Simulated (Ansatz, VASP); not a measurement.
# Two plane-wave programs on LiF

INCAR

```
SYSTEM = LiF
PREC = Accurate
ENCUT = 600
EDIFF = 1E-7
ISMEAR = 0
SIGMA = 0.1
LREAL = .False.
LASPH = .True.
NELM = 100
ALGO = Normal
ISIF = 3
LWAVE = .False.
LCHARG = .False.
GGA = PE
IBRION = 2
NSW = 90
EDIFFG = -0.04
```

File KPOINTS:

```
regular mesh
0
Gamma
  6 6 6
  0 0 0
```

The input POSCAR:

```
LiF
1.0
    2.8435283100      1.6417118300      3.3715186600
   -2.8435283100      1.6417118300      3.3715186600
    0.0000000000     -3.2834236700      3.3715186600
Li F
5 5
Direct
    0.1647721900      0.1647721900      0.1647721900
    0.8352278100      0.8352278100      0.8352278100
    0.6121795600      0.0000000000      0.3878204400
    0.3878204400      0.6121795600      0.0000000000
    0.0000000000      0.3878204400      0.6121795600
    0.3352278100      0.3352278100      0.3352278100
    0.1121795600      0.5000000000      0.8878204400
    0.8878204400      0.1121795600      0.5000000000
    0.5000000000      0.8878204400      0.1121795600
    0.6647721900      0.6647721900      0.6647721900
```

Input for Ansatz:

```yaml
crystal:
  lattice:
    - [2.84352831, 1.64171183, 3.37151866]
    - [-2.84352831, 1.64171183, 3.37151866]
    - [0.0, -3.28342367, 3.37151866]
  atoms:
    - { symbol: Li, position: [0.16477219, 0.16477219, 0.16477219] }
    - { symbol: Li, position: [0.83522781, 0.83522781, 0.83522781] }
    - { symbol: Li, position: [0.61217956, 0.0, 0.38782044] }
    - { symbol: Li, position: [0.38782044, 0.61217956, 0.0] }
    - { symbol: Li, position: [0.0, 0.38782044, 0.61217956] }
    - { symbol: F, position: [0.33522781, 0.33522781, 0.33522781] }
    - { symbol: F, position: [0.11217956, 0.5, 0.88782044] }
    - { symbol: F, position: [0.88782044, 0.11217956, 0.5] }
    - { symbol: F, position: [0.5, 0.88782044, 0.11217956] }
    - { symbol: F, position: [0.66477219, 0.66477219, 0.66477219] }
basis:
  ecutwfc: 420
kpoints:
  mp_grid: { grid: [6, 6, 6] }
hamiltonian:
  xc: pbe
scf:
  occupations: { method: gaussian, width: 0.1 }
  lower_state_search: "off"
output:
  forces: true
  stress: true
  eigenvalues: true
relax:
  adjacent_minimum: "off"
  f_tol: 0.04
  max_steps: 70
  cell: { stress_tol: 0.4 }
```

Alike in both runs: task relaxation of cell and atoms; functional PBE; k mesh 6 × 6 × 6; occupations gaussian, width 0.1 eV; no spin polarisation.

|  | VASP | Ansatz |
| --- | --- | --- |
| version | VASP 6.6.1 | Ansatz 0.2.0 |
| potentials or method | VASP PAW PBE potentials, release 64 (Li_sv, F), cutoff 600 eV | scalar-relativistic, plane waves, PAW |
| valence electrons in the cell | 50 | 50 |

VASP gave:

```
gap on the k mesh at the Fermi level, each at its own relaxed structure (eV) : 6.12
relaxed volume (Å³/atom)                                                     : 11.93
relaxed length of the cell vector where the two differ most in proportion (Å)              : 5.072
```

Task: Estimate Ansatz's values.

Result: gap on the k mesh at the Fermi level, each at its own relaxed structure (eV): 6.14; relaxed volume (Å³/atom): 11.94; relaxed length of the cell vector where the two differ most in proportion (Å): 5.075.

Noted on VASP's run: the cutoff is under 1.25 times that of the potentials, so the pressure is a little rough; the volume moved by over 15 % at a fixed basis, so the end points are rough.
